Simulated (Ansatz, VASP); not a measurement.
**Two plane-wave programs on Cu**

The input INCAR:

```
SYSTEM = Cu
  PREC = Accurate
  ENCUT = 600
  EDIFF = 1E-6
  ISMEAR = 0
  SIGMA = 0.1
  LREAL = .False.
  LASPH = .True.
  NELM = 60
  ALGO = Fast
  ISIF = 3
  LWAVE = .False.
  LCHARG = .False.
  GGA = PS
  IBRION = 2
  NSW = 100
  EDIFFG = -0.002
```

Contents of KPOINTS:

```
regular mesh
0
Gamma
  20 20 20
  0 0 0
```

Contents of POSCAR:

```
Cu
1.0
    0.0000000000      1.7818426868      1.7818426868
    1.7818426868      0.0000000000      1.7818426868
    1.7818426868      1.7818426868      0.0000000000
Cu
1
Direct
    0.0000000000      0.0000000000      0.0000000000
```

Input for Ansatz:

```yaml
crystal:
  lattice:
    - [0.0, 1.7818426868, 1.7818426868]
    - [1.7818426868, 0.0, 1.7818426868]
    - [1.7818426868, 1.7818426868, 0.0]
  atoms:
    - { symbol: Cu, position: [0.0, 0.0, 0.0] }
basis:
  ecutwfc: 420
kpoints:
  mp_grid: { grid: [20, 20, 20] }
hamiltonian:
  xc: pbesol
  pseudopotentials: { kind: paw, azcp: { folder: soft_1 } }
scf:
  occupations: { method: gaussian, width: 0.1 }
output:
  forces: true
  stress: true
  eigenvalues: true
relax:
  adjacent_minimum: "off"
  f_tol: 0.002
  max_steps: 80
  cell: { stress_tol: 0.02 }
```

Alike in both runs: task relaxation of cell and atoms; functional PBEsol; k mesh 20 × 20 × 20; occupations gaussian, width 0.1 eV; no spin polarisation.

|  | VASP | Ansatz |
| --- | --- | --- |
| version | VASP 6.6.1 | Ansatz 0.2.0 |
| potentials or method | VASP PAW PBE potentials, release 64 (Cu), cutoff 600 eV | scalar-relativistic, plane waves, PAW |
| valence electrons in the cell | 11 | 19 |

Ansatz gave:

* gap on the k mesh at the Fermi level, each at its own relaxed structure (eV): none
* relaxed volume (Å³/atom): 11.31
* relaxed cell length with the largest relative difference (Å): 2.520

Task: Estimate VASP's values.

Result: gap on the k mesh at the Fermi level, each at its own relaxed structure (eV): none; relaxed volume (Å³/atom): 11.37; relaxed cell length with the largest relative difference (Å): 2.524.

VASP's potentials were made for PBE, not for PBEsol, and Ansatz warns of the same on its side. A gap of «none» marks a metal or a gap that the smearing closes. VASP's potentials hold 11 valence electrons a cell and Ansatz's 19, so a difference there can come from the potentials and not from the codes.
